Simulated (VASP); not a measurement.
Wanted: the native input for a VASP 6.6.1 run.

```yaml
Task: single point
Functional: LDA
Potentials_or_basis: VASP PAW LDA potentials, release 64 (Cl)
Cutoff: 520 eV
k_mesh: 15 × 15 × 8
Occupations: fermi-dirac, width 0.1 eV
Spin: no spin polarisation
Dipole_correction: no
Further_INCAR_settings: ALGO = Normal; EDIFF = 1e-06; NBANDS = 14
```

The structure of Cl lies in POSCAR:

```
Cl
1.0
    2.5028999274      0.0000000000      0.0000000000
   -1.2514499637      2.1675749203      0.0000000000
    0.0000000000      0.0000000000      3.7353848629
Cl
2
Direct
    0.3333333333      0.6666666667      0.2500000000
    0.6666666667      0.3333333333      0.7500000000
```

This cell differs from its parent crystal: volume scaled by 0.52.

These files were run (other wordings do the same):

INCAR

```
ALGO = Normal
EDIFF = 1E-6
ENCUT = 520
ISIF = 2
ISMEAR = -1
LASPH = True
LCHARG = False
LREAL = False
LWAVE = False
NBANDS = 14
NELM = 80
PREC = Accurate
SIGMA = 0.1
```

KPOINTS

```
k-points
0
Gamma
  15 15 8
```

Potentials or basis: VASP PAW LDA potentials, release 64 (Cl).

Run with:

```console
$ cat potpaw_LDA.64/Cl/POTCAR > POTCAR
$ mpirun -np 1 vasp_std > vasp.out
```

Results of the run:

```json
{
  "Pressure": "124.1 GPa",
  "Band gap on the k mesh": "zero (band 7 reaches 16.26 eV, above the bottom of band 8 at 9.88 eV)"
}
```

Wall time 11 s on 1 thread of Intel(R) Xeon(R) 6975P-C (Granite Rapids), on a shared host, peak memory 0.13 GiB.
